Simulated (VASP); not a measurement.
# BP (rocksalt type) (Fm-3m) in VASP: further runs, part 2 of 2

VASP 6.6.1. Earlier steps stand in the parts before.

### Step 4. Single point, r2SCAN

Contents of POSCAR:

```
BP
1.0
    0.0000000000      1.7697481993      1.7697481993
    1.7697481993      0.0000000000      1.7697481993
    1.7697481993      1.7697481993      0.0000000000
B P
1 1
Direct
    0.0000000000      0.0000000000      0.0000000000
    0.5000000000      0.5000000000      0.5000000000
```

Contents of INCAR.step1:

```
  PREC = Accurate
  ENCUT = 520
  ISMEAR = -5
  SIGMA = 0.1
  LREAL = F
  LASPH = T
  NELM = 60
  NBANDS = 11
  GGA = PE
  ALGO = Normal
  EDIFF = 1E-4
  LWAVE = T
  LCHARG = F
```

Contents of INCAR.step2:

```
  PREC = Accurate
  ENCUT = 520
  EDIFF = 1E-6
  ISMEAR = -5
  SIGMA = 0.1
  LREAL = F
  LASPH = T
  NELM = 60
  ALGO = Normal
  ISIF = 2
  LWAVE = F
  LCHARG = F
  METAGGA = R2SCAN
  LMIXTAU = T
  NBANDS = 11
  ISTART = 1
```

Contents of KPOINTS:

```
Automatic mesh
0
Gamma
  17 17 17
```

Potentials or basis: VASP PAW PBE potentials, release 64 (B, P).

Command:

```bash
cat potpaw_PBE.64/B/POTCAR potpaw_PBE.64/P/POTCAR > POTCAR
cp INCAR.step1 INCAR
mpirun -np 1 vasp_std > vasp.out
cp INCAR.step2 INCAR
mpirun -np 1 vasp_std > vasp.out
```

OUTCAR:

```text
PREC = Accurate
   ENCUT = 520
   EDIFF = 1E-6
   ISMEAR = -5
   LREAL = F
   LASPH = T
   NELM = 60
   ISIF = 2
   METAGGA = R2SCAN
   ISTART = 1

 ion  position               nearest neighbor table
   1  0.000  0.000  0.000-   2 1.77   2 1.77   2 1.77   2 1.77   2 1.77   2 1.77
   2  0.500  0.500  0.500-   1 1.77   1 1.77   1 1.77   1 1.77   1 1.77   1 1.77

  LATTYP: Found a face centered cubic cell.
 ALAT       =     3.5394963986

  Lattice vectors:

 A1 = (   0.0000000000,   1.7697481993,   1.7697481993)
 A2 = (   1.7697481993,   0.0000000000,   1.7697481993)
 A3 = (   1.7697481993,   1.7697481993,   0.0000000000)

Analysis of symmetry for initial positions (statically):
=====================================================================
 Subroutine PRICEL returns:
 Original cell was already a primitive cell.

 Routine SETGRP: Setting up the symmetry group for a
 face centered cubic supercell.

 Subroutine GETGRP returns: Found 48 space group operations
 (whereof 48 operations were pure point group operations)
 out of a pool of 48 trial point group operations.

The static configuration has the point symmetry O_h .

Analysis of symmetry for dynamics (positions and initial velocities):
=====================================================================
 Subroutine PRICEL returns:
 Original cell was already a primitive cell.

 Routine SETGRP: Setting up the symmetry group for a
 face centered cubic supercell.

 Subroutine GETGRP returns: Found 48 space group operations
 (whereof 48 operations were pure point group operations)
 out of a pool of 48 trial point group operations.

The dynamic configuration has the point symmetry O_h .

 Subroutine INISYM returns: Found 48 space group operations
 (whereof 48 operations are pure point group operations),
 and found     1 'primitive' translations

----------------------------------------------------------------------------------------

                                     Primitive cell

  volume of cell :      11.0857

  direct lattice vectors                    reciprocal lattice vectors
     0.000000000  1.769748199  1.769748199    -0.282526068  0.282526068  0.282526068
     1.769748199  0.000000000  1.769748199     0.282526068 -0.282526068  0.282526068
     1.769748199  1.769748199  0.000000000     0.282526068  0.282526068 -0.282526068

  length of vectors
     2.502801905  2.502801905  2.502801905     0.489349504  0.489349504  0.489349504

  position of ions in fractional coordinates (direct lattice)
     0.000000000  0.000000000  0.000000000
     0.500000000  0.500000000  0.500000000

  ion indices of the primitive-cell ions
   primitive index   ion index
                 1           1
                 2           2

----------------------------------------------------------------------------------------

 KPOINTS: Automatic mesh

Automatic generation of k-mesh.
 Grid dimensions read from file:
 generate k-points for:   17   17   17

 Generating k-lattice:

  Cartesian coordinates                     Fractional coordinates (reciprocal lattice)
[... 22 lines left out ...]
  0.176471  0.000000  0.000000      8.000000
  0.235294  0.000000  0.000000      8.000000
  0.294118  0.000000  0.000000      8.000000
[... 16 lines left out ...]
 -0.176471  0.058824  0.000000     24.000000
 -0.117647  0.058824  0.000000     24.000000
 [... further k-points ...]
   k-points           NKPTS =    165   k-points in BZ     NKDIM =    165   number of bands    NBANDS=     11
   number of dos      NEDOS =    301   number of ions     NIONS =      2
   total plane-waves  NPLWV =   8000
   dimension x,y,z NGX =    20 NGY =   20 NGZ =   20
   dimension x,y,z NGXF=    40 NGYF=   40 NGZF=   40
   ions per type =               1   1
   NGX,Y,Z   is equivalent  to a cutoff of  13.28, 13.28, 13.28 a.u.
   NGXF,Y,Z  is equivalent  to a cutoff of  26.57, 26.57, 26.57 a.u.
 SYSTEM =  unknown system
   PREC   = accura    normal or accurate (medium, high low for compatibility)
   ISTART =      1    job   : 0-new  1-cont  2-samecut
   ICHARG =      0    charge: 1-file 2-atom 10-const
   ISPIN  =      1    spin polarized calculation?
   LNONCOLLINEAR =      F non collinear calculations
   LSORBIT =      F    spin-orbit coupling
   LASPH  =      T    aspherical Exc in radial PAW
   ENCUT  =  520.0 eV  38.22 Ry    6.18 a.u.   4.65  4.65  4.65*2*pi/ulx,y,z
   NELM   =     60;   NELMIN=  2; NELMDL=  0     # of ELM steps
   EDIFF  = 0.1E-05   stopping-criterion for ELM
   LREAL  =      F    real-space projection
   EDIFFG = 0.1E-04   stopping-criterion for IOM
   NSW    =      0    number of steps for IOM
   IBRION =     -1    ionic relax: 0-MD 1-quasi-New 2-CG
   NFREE  =      0    steps in history (QN), initial steepest desc. (CG)
   ISIF   =      2    stress and relaxation
   ISYM   =      2    0-nonsym 1-usesym 2-fastsym
   POTIM  = 0.5000    time-step for ionic-motion
   TEBEG  =    0.0;   TEEND  =   0.0 temperature during run
   PSTRESS=    0.0 pullay stress
   NELECT =       8.0000    total number of electrons
   NUPDOWN=      -1.0000    fix difference up-down
   EMIN   =  10.00;   EMAX   =-10.00  energy-range for DOS
   EFERMI =   0.00;   METHOD = LEGACY
   ISMEAR =    -5;   SIGMA  =   0.10  broadening in eV -4-tet -1-fermi 0-gaus
   EFERMI_NEDOS =   21; number of points for ismear=-14 and -15
   IALGO  =     38    algorithm
   IMIX   =      4    mixing-type and parameters
     AMIX     =   0.40;   BMIX     =  1.00
     AMIX_MAG =   1.60;   BMIX_MAG =  1.00
  volume/ion in A,a.u.               =       5.54        37.41
  Fermi-wavevector in a.u.,A,eV,Ry     =   1.468419  2.774910 29.337624  2.156255
  Thomas-Fermi vector in A             =   2.583919
   LORBIT       =      0    0 simple, 1 ext, 2 COOP (PROOUT), +10 PAW based schemes
   METAGGA = R2SCAN    functional components
   LHFCALC =     F    Hartree Fock is set to
   AEXX    =    0.0000 exact exchange contribution
   IVDW    =     0    specifies the selected vdW correction
   LEPSILON=     F    determine dielectric tensor
   LRPA    =     F    only Hartree local field effects (RPA)
 non-spin polarized calculation
 Fermi weights with tetrahedron method with Bloechl corrections
  energy-cutoff  :      520.00
  volume of cell :       11.09
 maximum number of plane-waves:       308
   NGX =  9   NGY =  9   NGZ =  9

 number of electron       8.0000001 magnetization

 Free energy of the ion-electron system (eV)
  ---------------------------------------------------
  ext. energy  EPLUGINS =         0.00000000
  ---------------------------------------------------
  free energy    TOTEN  =        -9.95382344 eV

  energy without entropy =       -9.95382344  energy(sigma->0) =       -9.95382344

 E-fermi :  20.4042     XC(G=0): -15.7498

 val. band max:       20.6533885053   @ k =   0.0000   0.0000   0.0000
 cond. band min:      20.0933130529   @ k =   0.3529   0.3529   0.0000
 fundamental gap:     -0.5600754524
 Fermi energy:        20.4041653577

 k-point     1 :       0.0000    0.0000    0.0000
  band No.  band energies     occupation
      1      -6.0514      2.00000
      2      20.6534      1.71722
      3      20.6534      0.04283
      4      20.6534      0.00000
      5      27.3210      0.00000
      6      27.3210      0.00000
      7      27.3210      0.00000
      8      34.3935      0.00000
      9      34.3935      0.00000
     10      35.5429      0.00000
     11      35.5429      0.00000
[... 309 lines left out ...]
 k-point    24 :      -0.1176    0.0588    0.0000
  band No.  band energies     occupation
      1      -5.3341      2.00000
      2      16.7562      2.00000
      3      18.4194      2.00000
      4      20.8523     -0.02727
      5      28.0013      0.00000
      6      28.3664      0.00000
      7      28.5670      0.00000
      8      30.1338      0.00000
      9      31.0365      0.00000
     10      35.5935      0.00000
     11      40.0644      0.00000

 [... further k-points ...]

------------------------ aborting loop because EDIFF is reached ----------------------------------------

  FORCE on cell =-STRESS in cart. coord.  units (eV):
  Direction    XX          YY          ZZ          XY          YZ          ZX
  --------------------------------------------------------------------------------------
  -------------------------------------------------------------------------------------
  Total       18.7550272     18.7550272     18.7550272      0.0000000     -0.0000000      0.0000000
  in kB     2710.5901012   2710.5901012   2710.5901012      0.0000000     -0.0000000      0.0000000
  external PRESSURE =    2710.5901012 kB  Pullay stress =       0.0000000 kB

 VOLUME and BASIS-vectors are now :
 -----------------------------------------------------------------------------
  energy-cutoff  :      520.00
  volume of cell :       11.09
      direct lattice vectors                 reciprocal lattice vectors
     0.000000000  1.769748199  1.769748199    -0.282526068  0.282526068  0.282526068
     1.769748199  0.000000000  1.769748199     0.282526068 -0.282526068  0.282526068
     1.769748199  1.769748199  0.000000000     0.282526068  0.282526068 -0.282526068

 POSITION                                       TOTAL-FORCE (eV/Angst)
 -----------------------------------------------------------------------------------
      0.00000      0.00000      0.00000        -0.000000      0.000000      0.000000
      1.76975      1.76975      1.76975         0.000000     -0.000000     -0.000000
 -----------------------------------------------------------------------------------
    total drift:                                0.000000     -0.000000     -0.000000

  FREE ENERGIE OF THE ION-ELECTRON SYSTEM (eV)
  ---------------------------------------------------
  free  energy   TOTEN  =        -9.9538234368 eV

  energy  without entropy=       -9.9538234368  energy(sigma->0) =       -9.95382344
```

OUTCAR.step1:

```text
PREC = Accurate
   ENCUT = 520
   ISMEAR = -5
   LREAL = F
   LASPH = T
   NELM = 60
[... 557 lines left out ...]
 -----------------------------------------------------------------------------------
      0.00000      0.00000      0.00000         0.000000      0.000000     -0.000000
      1.76975      1.76975      1.76975         0.000000     -0.000000      0.000000
 -----------------------------------------------------------------------------------
    total drift:                                0.000000     -0.000000     -0.000000

  FREE ENERGIE OF THE ION-ELECTRON SYSTEM (eV)
  ---------------------------------------------------
  free  energy   TOTEN  =        -5.7961461824 eV

  energy  without entropy=       -5.7961461824  energy(sigma->0) =       -5.79614618
```

OSZICAR.step1:

```text
N       E                     dE             d eps       ncg     rms          rms(c)
DAV:   1     0.168315427065E+02    0.16832E+02   -0.47331E+03  3662   0.714E+02
DAV:   2    -0.657442714038E+01   -0.23406E+02   -0.22794E+02  4748   0.138E+02
DAV:   3    -0.702482030345E+01   -0.45039E+00   -0.44934E+00  4359   0.147E+01
DAV:   4    -0.702548480836E+01   -0.66450E-03   -0.67132E-03  4132   0.634E-01
DAV:   5    -0.702548579217E+01   -0.98382E-06   -0.10036E-05  4336   0.226E-02    0.171E+01
DAV:   6    -0.593819952006E+01    0.10873E+01   -0.17714E+00  4148   0.782E+00    0.877E+00
DAV:   7    -0.580166363092E+01    0.13654E+00   -0.49293E-01  4363   0.402E+00    0.191E+00
DAV:   8    -0.579628923864E+01    0.53744E-02   -0.81297E-03  3922   0.652E-01    0.421E-01
DAV:   9    -0.579612497897E+01    0.16426E-03   -0.17985E-04  4166   0.106E-01    0.788E-02
DAV:  10    -0.579614618243E+01   -0.21203E-04   -0.11773E-05  1955   0.210E-02
   1 F= -.57961462E+01 E0= -.57961462E+01  d E =0.000000E+00
```

It took 59 s on 1 thread of Intel Xeon 6975P-C, shared host; peak memory 0.14 GiB.

Results:

```yaml
Free_energy: -9.9538 eV
Pressure: 271.1 GPa
Band_gap_on_the_k_mesh: zero (band 4 reaches 21.21 eV, above the bottom of band 5 at 18.93 eV)
```

Caveat: the PAW data sets were made with another functional, which shifts forces and pressure a little; tetrahedron occupations give inexact forces and stress in metals.
